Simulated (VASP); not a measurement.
A run of VASP 6.6.1 is set up as follows.

The input INCAR:

```
ALGO = Normal
EDIFF = 1E-6
ENCUT = 520
GGA = PS
ISIF = 2
ISMEAR = -1
ISPIN = 2
LASPH = True
LCHARG = True
LELF = True
LMAXMIX = 4
LORBIT = 11
LREAL = False
LVHAR = True
LWAVE = False
MAGMOM = 1 0 0
NBANDS = 20
NELM = 150
PREC = Accurate
SIGMA = 0.05
```

The input KPOINTS:

```
k-points
0
Gamma
  9 9 9
```

File POSCAR:

```
Si2Ni
1.0
    0.0000000000      2.6703948718      2.6703948718
    2.6703948718      0.0000000000      2.6703948718
    2.6703948718      2.6703948718      0.0000000000
Ni Si
1 2
Direct
    0.0000000000      0.0000000000      0.0000000000
    0.7500000000      0.7500000000      0.7500000000
    0.2500000000      0.2500000000      0.2500000000
```

Potentials or basis: VASP PAW PBE potentials, release 64 (Ni, Si).

The run is started by

```console
$ cat potpaw_PBE.64/Ni/POTCAR potpaw_PBE.64/Si/POTCAR > POTCAR
$ mpirun -np 1 vasp_std > vasp.out
```

(1) What does it give for the net moment?

(2) Estimate the pressure.

(3) Predict the band gap on the k mesh.

## Answers

(1) 0.00 μB per cell.

(2) 5.1 GPa.

(3) zero (filled and empty bands overlap).

Caveat: the PAW data sets were made with another functional, which shifts forces and pressure a little.
